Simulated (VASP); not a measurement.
# HfSi3O8 in VASP: a series of runs

HfSi3O8 is run at these levels: PBE, r2SCAN; tasks: single point, relaxation of cell and atoms.

Program: VASP 6.6.1. These are calculated values, not measurements. Logs are shortened: lines on timing, memory, paths and dates and some standing lists are left out, and cuts for length are marked.

## (1) The cell of the first run

The typed cell holds 12 atoms: a = 5.325 Å, b = 5.312 Å, c = 7.926 Å, α = 90.02°, β = 90.07°, γ = 90.13°.

## (2) Single point, PBE

The input, INCAR:

```
PREC     = Accurate       # precision mode
ENCUT    = 520            # plane-wave cutoff, eV
EDIFF    = 1E-6           # SCF threshold, eV
ISMEAR   = 0              # smearing method
SIGMA    = 0.1            # smearing width, eV
LREAL    = False          # projectors in reciprocal space
LASPH    = True           # aspherical terms in the spheres
NELM     = 60             # most SCF steps
ALGO     = Normal         # electronic algorithm
ISIF     = 2              # what is computed and relaxed
LWAVE    = False          # write WAVECAR
LCHARG   = True           # write CHGCAR
GGA      = PE             # functional
LELF     = True           # ELF
LVHAR    = True         
NBANDS   = 47             # bands
```

The input, KPOINTS:

```
Automatic mesh
0
Gamma
  4 4 2
```

The input, POSCAR:

```
HfSi3O8
1.0
    5.3246003581     -0.0058811017     -0.0032970180
   -0.0057681791      5.3116562023     -0.0011064210
   -0.0047229081     -0.0016188923      7.9259768971
Hf Si O
1 3 8
Direct
    0.4980980920      0.4996392621      0.4998385282
    0.0027352951      0.9996127530     -0.0002088714
    0.5027374654      0.0000647069      0.7782500221
    0.9973720863      0.5002939056      0.2220770663
    0.4225145350      0.7696396854      0.6549783187
    0.9307416650      0.2518956356      0.1077798906
    0.7521268229      0.9278490036      0.8895979748
    0.2234604966      0.4214503227      0.3488536045
    0.5803878346      0.2323875987      0.6559667196
    0.0725755767      0.7489257628      0.1104078075
    0.2555433489      0.0700187248      0.8920137622
    0.7617067813      0.5782226388      0.3404451767
```

Potentials or basis: VASP PAW PBE potentials, release 64 (Hf_pv, Si, O).

The run is started by

```sh
> cat potpaw_PBE.64/Hf_pv/POTCAR potpaw_PBE.64/Si/POTCAR potpaw_PBE.64/O/POTCAR > POTCAR
> mpirun -np 1 vasp_std > vasp.out
```

OUTCAR:

```text
PREC = Accurate
   ENCUT = 520
   EDIFF = 1E-6
   ISMEAR = 0
   LREAL = False
   LASPH = True
   NELM = 60
   ISIF = 2
   GGA = PE

 ion  position               nearest neighbor table
   1  0.498  0.500  0.500-   5 1.93   8 1.93   9 1.93  12 1.93   3 3.45   4 3.45   3 3.45   4 3.46

   2  0.003  1.000  1.000-   6 1.64  10 1.64  11 1.64   7 1.64
   3  0.503  0.000  0.778-   5 1.62   9 1.62  11 1.64   7 1.64   1 3.45   1 3.45
   4  0.997  0.500  0.222-  12 1.62   8 1.62   6 1.64  10 1.64   1 3.45   1 3.46
   5  0.423  0.770  0.655-   3 1.62   1 1.93
   6  0.931  0.252  0.108-   2 1.64   4 1.64
   7  0.752  0.928  0.890-   2 1.64   3 1.64
   8  0.223  0.421  0.349-   4 1.62   1 1.93
   9  0.580  0.232  0.656-   3 1.62   1 1.93
  10  0.073  0.749  0.110-   2 1.64   4 1.64
  11  0.256  0.070  0.892-   2 1.64   3 1.64
  12  0.762  0.578  0.340-   4 1.62   1 1.93

  LATTYP: Found a triclinic cell.
 ALAT       =     7.5127388186
 B/A-ratio  =     0.7070203794
 C/A-ratio  =     1.0550051933
 COS(alpha) =     0.0004119046
 COS(beta)  =     0.0011522455
 COS(gamma) =     0.7054679969

  Lattice vectors:

 A1 = (  -5.3188321790,  -5.3057751006,   0.0044034390)
 A2 = (   0.0057681791,  -5.3116562023,   0.0011064210)
 A3 = (  -0.0047229081,  -0.0016188923,   7.9259768971)

Analysis of symmetry for initial positions (statically):
=====================================================================
 Subroutine PRICEL returns:
 Original cell was already a primitive cell.

 Routine SETGRP: Setting up the symmetry group for a
 triclinic supercell.

 Subroutine GETGRP returns: Found  1 space group operations
 (whereof  1 operations were pure point group operations)
 out of a pool of  2 trial point group operations.

The static configuration has the point symmetry C_1 .

Analysis of symmetry for dynamics (positions and initial velocities):
=====================================================================
 Subroutine PRICEL returns:
 Original cell was already a primitive cell.

 Routine SETGRP: Setting up the symmetry group for a
 triclinic supercell.

 Subroutine GETGRP returns: Found  1 space group operations
 (whereof  1 operations were pure point group operations)
 out of a pool of  2 trial point group operations.

The dynamic configuration has the point symmetry C_1 .

[... 121 lines left out ...]
   POTIM  = 0.5000    time-step for ionic-motion
   TEBEG  =    0.0;   TEEND  =   0.0 temperature during run
   PSTRESS=    0.0 pullay stress
   NELECT =      70.0000    total number of electrons
   NUPDOWN=      -1.0000    fix difference up-down
   EMIN   =  10.00;   EMAX   =-10.00  energy-range for DOS
   EFERMI =   0.00;   METHOD = LEGACY
   ISMEAR =     0;   SIGMA  =   0.10  broadening in eV -4-tet -1-fermi 0-gaus
   EFERMI_NEDOS =   21; number of points for ismear=-14 and -15
   IALGO  =     38    algorithm
   IMIX   =      4    mixing-type and parameters
     AMIX     =   0.40;   BMIX     =  1.00
     AMIX_MAG =   1.60;   BMIX_MAG =  1.00
  volume/ion in A,a.u.               =      18.68       126.06
  Fermi-wavevector in a.u.,A,eV,Ry     =   1.110669  2.098859 16.783939  1.233585
  Thomas-Fermi vector in A             =   2.247223
   LORBIT       =      0    0 simple, 1 ext, 2 COOP (PROOUT), +10 PAW based schemes
   GGA     = PE    functional components
   LHFCALC =     F    Hartree Fock is set to
   AEXX    =    0.0000 exact exchange contribution
   IVDW    =     0    specifies the selected vdW correction
   LEPSILON=     F    determine dielectric tensor
   LRPA    =     F    only Hartree local field effects (RPA)
 non-spin polarized calculation
 Gauss-broadening in eV      SIGMA  =   0.10
  energy-cutoff  :      520.00
  volume of cell :      224.17
 maximum number of plane-waves:      6068
   NGX = 19   NGY = 19   NGZ = 29

 number of electron      69.9999999 magnetization

 Free energy of the ion-electron system (eV)
  ---------------------------------------------------
  ext. energy  EPLUGINS =         0.00000000
  ---------------------------------------------------
  free energy    TOTEN  =      -100.73985889 eV

  energy without entropy =     -100.73985889  energy(sigma->0) =     -100.73985889

 E-fermi :  -0.9103     XC(G=0):  -7.4376

 val. band max:       -1.3971185148   @ k =   0.0000   0.0000   0.0000
 cond. band min:       3.5176160107   @ k =   0.0000   0.0000   0.0000
 fundamental gap:      4.9147345255
 Fermi energy:        -0.9102675577

 k-point     1 :       0.0000    0.0000    0.0000
  band No.  band energies     occupation
      1     -30.1285      2.00000
      2     -30.1271      2.00000
      3     -30.0814      2.00000
      4     -20.2724      2.00000
      5     -19.3900      2.00000
      6     -18.7091      2.00000
[... 989 lines left out ...]
     46       7.8599      0.00000
     47       8.1170      0.00000

------------------------ aborting loop because EDIFF is reached ----------------------------------------

  FORCE on cell =-STRESS in cart. coord.  units (eV):
  Direction    XX          YY          ZZ          XY          YZ          ZX
  --------------------------------------------------------------------------------------
  -------------------------------------------------------------------------------------
  Total       -0.4231025     -0.0903417     -0.2746544      0.0581188      0.1502722      0.0109939
  in kB       -3.0240367     -0.6456985     -1.9630353      0.4153920      1.0740389      0.0785764
  external PRESSURE =      -1.8775902 kB  Pullay stress =       0.0000000 kB

 VOLUME and BASIS-vectors are now :
 -----------------------------------------------------------------------------
  energy-cutoff  :      520.00
  volume of cell :      224.17
      direct lattice vectors                 reciprocal lattice vectors
     5.324600358 -0.005881102 -0.003297018     0.187807817  0.000203973  0.000111952
    -0.005768179  5.311656202 -0.001106421     0.000207966  0.188265431  0.000038577
    -0.004722908 -0.001618892  7.925976897     0.000078153  0.000026366  0.126167465

 POSITION                                       TOTAL-FORCE (eV/Angst)
 -----------------------------------------------------------------------------------
      2.64693      2.65017      3.95951        -0.001092      0.000103      0.001411
      0.00408      5.30796      7.92321         0.004147     -0.007986     -0.000407
      2.67320     -0.00387      6.16673         0.002046      0.006561      0.035618
      5.30667      2.65116      1.75634         0.002030     -0.000894     -0.031784
      2.24219      4.08452      5.18910         0.029047     -0.143888     -0.118196
      4.95387      1.33233      0.85091         0.012140      0.008920      0.000490
      3.99522      4.92255      7.04743        -0.004520      0.011077      0.001153
      1.18576      2.23672      2.76380         0.141811      0.029084      0.113599
      3.08589      1.22989      5.19701        -0.031412      0.144487     -0.119985
      0.38159      3.97743      0.87402        -0.013384     -0.004223     -0.002735
      1.35605      0.36897      7.06916         0.006750     -0.013959      0.000351
      4.05084      3.06629      2.69521        -0.147563     -0.029284      0.120486
 -----------------------------------------------------------------------------------
    total drift:                               -0.000671     -0.000209     -0.001067

  FREE ENERGIE OF THE ION-ELECTRON SYSTEM (eV)
  ---------------------------------------------------
  free  energy   TOTEN  =      -100.7398588906 eV

  energy  without entropy=     -100.7398588906  energy(sigma->0) =     -100.73985889
```

OSZICAR:

```text
N       E                     dE             d eps       ncg     rms          rms(c)
DAV:   1     0.497030699871E+03    0.49703E+03   -0.35476E+04  1880   0.132E+03
DAV:   2    -0.733044102042E+02   -0.57034E+03   -0.55525E+03  2435   0.330E+02
DAV:   3    -0.116438606370E+03   -0.43134E+02   -0.42963E+02  2160   0.946E+01
DAV:   4    -0.117126288739E+03   -0.68768E+00   -0.68624E+00  2464   0.131E+01
DAV:   5    -0.117139057118E+03   -0.12768E-01   -0.12763E-01  2306   0.172E+00    0.657E+01
DAV:   6    -0.100765697697E+03    0.16373E+02   -0.69521E+01  2187   0.376E+01    0.473E+01
DAV:   7    -0.100733719851E+03    0.31978E-01   -0.22925E+00  2208   0.754E+00    0.263E+01
DAV:   8    -0.100744864027E+03   -0.11144E-01   -0.34727E-01  2386   0.352E+00    0.369E+00
DAV:   9    -0.100734704255E+03    0.10160E-01   -0.69404E-02  2320   0.182E+00    0.212E+00
DAV:  10    -0.100739242116E+03   -0.45379E-02   -0.17732E-02  2139   0.690E-01    0.469E-01
DAV:  11    -0.100739099103E+03    0.14301E-03   -0.36618E-03  2296   0.421E-01    0.482E-01
DAV:  12    -0.100739846093E+03   -0.74699E-03   -0.13520E-03  2090   0.218E-01    0.940E-02
DAV:  13    -0.100739861852E+03   -0.15759E-04   -0.12081E-04  2160   0.649E-02    0.101E-01
DAV:  14    -0.100739857680E+03    0.41717E-05   -0.86663E-05  2321   0.624E-02    0.192E-02
DAV:  15    -0.100739859603E+03   -0.19223E-05   -0.11123E-05  2160   0.170E-02    0.136E-02
DAV:  16    -0.100739858891E+03    0.71201E-06   -0.41632E-06  1979   0.113E-02
   1 F= -.10073986E+03 E0= -.10073986E+03  d E =-.164380E-12
```

stdout:

```text
POSCAR found type information on POSCAR HfSiO
 POSCAR found :  3 types and      12 ions
 scaLAPACK will be used
 LDA part: xc-table for (Slater+PW92), standard interpolation
 POSCAR, INCAR and KPOINTS ok, starting setup
 FFT: planning ... GRIDC
 FFT: planning ... GRID_SOFT
 FFT: planning ... GRID
 WAVECAR not read
 entering main loop
```

Run time: 2 min. Hardware: 1 thread of Intel Xeon 6975P-C (Granite Rapids), shared host; peak memory 0.39 GiB.

What came out:

```
Free energy            : -100.7399 eV
Pressure               : -0.2 GPa
Largest force          : 0.193 eV/Å
Band gap on the k mesh : 4.91 eV
```

Forces in eV/Å, atoms in the order of the input:
```
Hf  -0.001  0.000  0.001
Si   0.004 -0.008  0.000
Si   0.002  0.007  0.036
Si   0.002 -0.001 -0.032
O    0.029 -0.144 -0.118
O    0.012  0.009  0.000
O   -0.005  0.011  0.001
O    0.142  0.029  0.114
O   -0.031  0.144 -0.120
O   -0.013 -0.004 -0.003
O    0.007 -0.014  0.000
O   -0.148 -0.029  0.120
```

Levels at points of the mesh, in eV from the valence-band top:
```csv
k point,band 31,band 32,band 33,band 34,band 35,band 36,band 37,band 38,band 39,band 40
"(0.00, 0.00, 0.00)",-0.53,-0.52,-0.38,0.00,0.00,4.91,6.31,6.62,6.88,7.70
"(0.50, 0.00, 0.00)",-0.91,-0.50,-0.48,-0.29,-0.11,6.04,6.37,6.83,7.05,7.23
"(0.00, 0.50, 0.00)",-0.91,-0.51,-0.48,-0.30,-0.11,6.07,6.36,6.82,7.05,7.22
"(0.50, 0.50, 0.00)",-1.07,-0.58,-0.57,-0.57,-0.46,6.36,6.45,7.07,7.12,7.15
"(0.00, 0.00, 0.50)",-0.56,-0.34,-0.34,-0.11,-0.10,5.62,6.10,6.27,6.64,6.89
"(0.50, 0.00, 0.50)",-0.87,-0.75,-0.70,-0.15,-0.03,6.09,6.40,6.99,7.05,7.13
"(0.00, 0.50, 0.50)",-0.87,-0.75,-0.71,-0.15,-0.03,6.12,6.39,6.99,7.03,7.11
"(0.50, 0.50, 0.50)",-0.70,-0.68,-0.58,-0.50,-0.50,6.43,6.46,7.10,7.11,7.14
```

Caveat: spin-orbit coupling is left out, which moves the levels of the heavy elements. A k mesh can miss the band edges.

## (3) Single point, r2SCAN

This run uses another cell than the first one, of 18.74 Å³/atom.

The input, POSCAR:

```
HfSi3O8
1.0
    5.3228272445      0.0000000000      0.0000000000
    0.0000000000      5.3228272445      0.0000000000
    0.0000000000      0.0000000000      7.9365090900
Hf Si O
1 3 8
Direct
    0.5000000000      0.5000000000      0.5000000000
    0.0000000000      0.0000000000      0.0000000000
    0.5000000000      0.0000000000      0.7781413922
    0.0000000000      0.5000000000      0.2218586078
    0.4226919822      0.7687585125      0.6554806510
    0.9303955131      0.2516207265      0.1090817262
    0.7483792735      0.9303955131      0.8909182738
    0.2312414875      0.4226919822      0.3445193490
    0.5773080178      0.2312414875      0.6554806510
    0.0696044869      0.7483792735      0.1090817262
    0.2516207265      0.0696044869      0.8909182738
    0.7687585125      0.5773080178      0.3445193490
```

The input, INCAR.step1:

```
SYSTEM = HfSi3O8
PREC     = Accurate       ! precision mode
ENCUT    = 520            ! plane-wave cutoff, eV
ISMEAR   = 0              ! smearing method
SIGMA    = 0.02           ! smearing width, eV
LREAL    = .FALSE.        ! projectors in reciprocal space
LASPH    = .TRUE.         ! aspherical terms in the spheres
NELM     = 60             ! most SCF steps
NBANDS   = 47             ! bands
GGA      = PE             ! functional
ALGO     = Normal         ! electronic algorithm
EDIFF    = 1E-4           ! SCF threshold, eV
LWAVE    = .TRUE.         ! write WAVECAR
LCHARG   = .FALSE.        ! write CHGCAR
```

The input, INCAR.step2:

```
SYSTEM = HfSi3O8
PREC     = Accurate       ! precision mode
ENCUT    = 520            ! plane-wave cutoff, eV
EDIFF    = 1E-6           ! SCF threshold, eV
ISMEAR   = 0              ! smearing method
SIGMA    = 0.02           ! smearing width, eV
LREAL    = .FALSE.        ! projectors in reciprocal space
LASPH    = .TRUE.         ! aspherical terms in the spheres
NELM     = 60             ! most SCF steps
ALGO     = Normal         ! electronic algorithm
ISIF     = 2              ! what is computed and relaxed
LWAVE    = .FALSE.        ! write WAVECAR
LCHARG   = .FALSE.        ! write CHGCAR
METAGGA  = R2SCAN         ! meta-GGA
LMIXTAU  = .TRUE.       
NBANDS   = 47             ! bands
ISTART   = 1
```

The input, KPOINTS:

```
Automatic mesh
0
G
  4 4 4
  0 0 0
```

Potentials or basis: VASP PAW PBE potentials, release 64 (Hf_pv, Si, O).

The run is started by

```sh
> cat potpaw_PBE.64/Hf_pv/POTCAR potpaw_PBE.64/Si/POTCAR potpaw_PBE.64/O/POTCAR > POTCAR
> cp INCAR.step1 INCAR
> mpirun -np 1 vasp_std > vasp.out
> cp INCAR.step2 INCAR
> mpirun -np 1 vasp_std > vasp.out
```

Run time: 5.2 min. Hardware: 1 thread of Intel Xeon 6975P-C (Granite Rapids), shared host; peak memory 0.42 GiB.

It converged, with:

```
Free energy            : -156.6048 eV
Pressure               : -3.5 GPa
Largest force          : 0.216 eV/Å
Band gap on the k mesh : 5.47 eV
```

Forces on the atoms (eV/Å):
```
Hf   0.000  0.000  0.000
Si   0.000  0.000  0.000
Si   0.000  0.000 -0.036
Si   0.000  0.000  0.036
O    0.212 -0.023 -0.033
O    0.210  0.003  0.014
O   -0.003  0.210 -0.014
O    0.023  0.212  0.033
O   -0.212  0.023 -0.033
O   -0.210 -0.003  0.014
O    0.003 -0.210 -0.014
O   -0.023 -0.212  0.033
```

Levels at points of the mesh, in eV from the valence-band top:
| k point | band 32 | band 33 | band 34 | band 35 | band 36 | band 37 | band 38 | band 39 |
| --- | --- | --- | --- | --- | --- | --- | --- | --- |
| (0.00, 0.00, 0.00) | -0.53 | -0.38 | 0.00 | 0.00 | 5.47 | 6.92 | 7.16 | 7.50 |
| (0.50, 0.00, 0.00) | -0.51 | -0.49 | -0.31 | -0.10 | 6.62 | 6.97 | 7.36 | 7.63 |
| (0.50, 0.50, 0.00) | -0.59 | -0.59 | -0.59 | -0.47 | 6.97 | 7.07 | 7.65 | 7.66 |
| (0.00, 0.00, 0.50) | -0.35 | -0.35 | -0.10 | -0.10 | 6.15 | 6.74 | 6.87 | 7.17 |
| (0.50, 0.00, 0.50) | -0.76 | -0.72 | -0.16 | -0.03 | 6.68 | 6.99 | 7.51 | 7.61 |
| (0.50, 0.50, 0.50) | -0.69 | -0.58 | -0.52 | -0.52 | 7.03 | 7.10 | 7.64 | 7.64 |

Caveat: the cell stands under tension; the PAW data sets were made with another functional, which shifts forces and pressure a little; spin-orbit coupling is left out, which moves the levels of the heavy elements. A k mesh can miss the band edges.

(Continued in part 2 of 2.)
